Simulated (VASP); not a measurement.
A run of VASP 6.6.1 is set up as follows.

The input INCAR:

```
ALGO = Normal
EDIFF = 1E-6
ENCUT = 520
GGA = PE
ISIF = 2
ISMEAR = -1
LASPH = T
LCHARG = T
LELF = T
LREAL = F
LVHAR = T
LWAVE = F
NBANDS = 34
NELECT = 47.0
NELM = 100
PREC = Accurate
SIGMA = 0.1
```

File KPOINTS:

```
k-points
0
Gamma
  9 9 4
```

File POSCAR:

```
KP3O4
1.0
    3.7483800000      0.0000000000      0.0000000000
    0.0000000000      3.7483800000      0.0000000000
    0.0000000000      0.0000000000      9.4804580000
K P O
1 3 4
Direct
    0.0000000000      0.0000000000      0.5000000000
    0.5000000000      0.5000000000      0.2777100000
    0.5000000000      0.5000000000      0.7222900000
    0.0000000000      0.0000000000      0.0000000000
    0.0000000000      0.5000000000      0.1533900000
    0.5000000000      0.0000000000      0.1533900000
    0.0000000000      0.5000000000      0.8466100000
    0.5000000000      0.0000000000      0.8466100000
```

Potentials or basis: VASP PAW PBE potentials, release 64 (K_sv, P, O).

The run is started by

```bash
$ cat potpaw_PBE.64/K_sv/POTCAR potpaw_PBE.64/P/POTCAR potpaw_PBE.64/O/POTCAR > POTCAR
$ mpirun -np 1 vasp_std > vasp.out
```

Question: Estimate the largest force.

Answer: 6.253 eV/Å.

Forces on the atoms (eV/Å):
```
K    0.000  0.000  0.000
P    0.000  0.000 -6.253
P    0.000  0.000  6.253
P    0.000  0.000  0.000
O    0.000  0.000  1.894
O    0.000  0.000  1.894
O    0.000  0.000 -1.894
O    0.000  0.000 -1.894
```

Caveat: the cell carries a net charge on a neutralising background, which shifts energy and pressure; an odd number of electrons without spin polarisation forces a metal; a magnetic or distorted state may lie lower.
